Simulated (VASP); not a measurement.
A run of VASP 6.6.1 is set up as follows.

INCAR

```
PREC = Accurate
ENCUT = 600
EDIFF = 1E-6
ISMEAR = -1
SIGMA = 0.15
LREAL = F
LASPH = T
NELM = 100
ALGO = Normal
ISIF = 3
LWAVE = F
LCHARG = F
GGA = PS
IBRION = 2
NSW = 80
EDIFFG = -0.001
```

KPOINTS

```
regular mesh
0
Gamma
  15 15 12
```

POSCAR

```
MgB2
1.0
    3.0617870825      0.0000000000      0.0000000000
   -1.5308935412      2.6515853944      0.0000000000
    0.0000000000      0.0000000000      3.5043256980
Mg B
1 2
Direct
    0.0000000000      0.0000000000      0.0000000000
    0.3333333333      0.6666666667      0.5000000000
    0.6666666667      0.3333333333      0.5000000000
```

Potentials or basis: VASP PAW PBE potentials, release 64 (Mg, B).

Command:

```sh
$ cat potpaw_PBE.64/Mg/POTCAR potpaw_PBE.64/B/POTCAR > POTCAR
$ mpirun -np 1 vasp_std > vasp.out
```

(1) What does it give for the band gap on the k mesh?

(2) Predict the relaxed volume.

(3) Estimate the space group after relaxing (to 0.05 Å).

(4) What does it give for the relaxed cell?

## Answers

(1) zero (band 4 reaches 7.17 eV, above the bottom of band 5 at 3.29 eV).

(2) 9.48 Å³/atom.

(3) P6/mmm (No. 191).

(4) a = 3.065 Å, b = 3.065 Å, c = 3.496 Å, α = 90.00°, β = 90.00°, γ = 120.00°.

Caveat: the PAW data sets were made with another functional, which shifts forces and pressure a little.
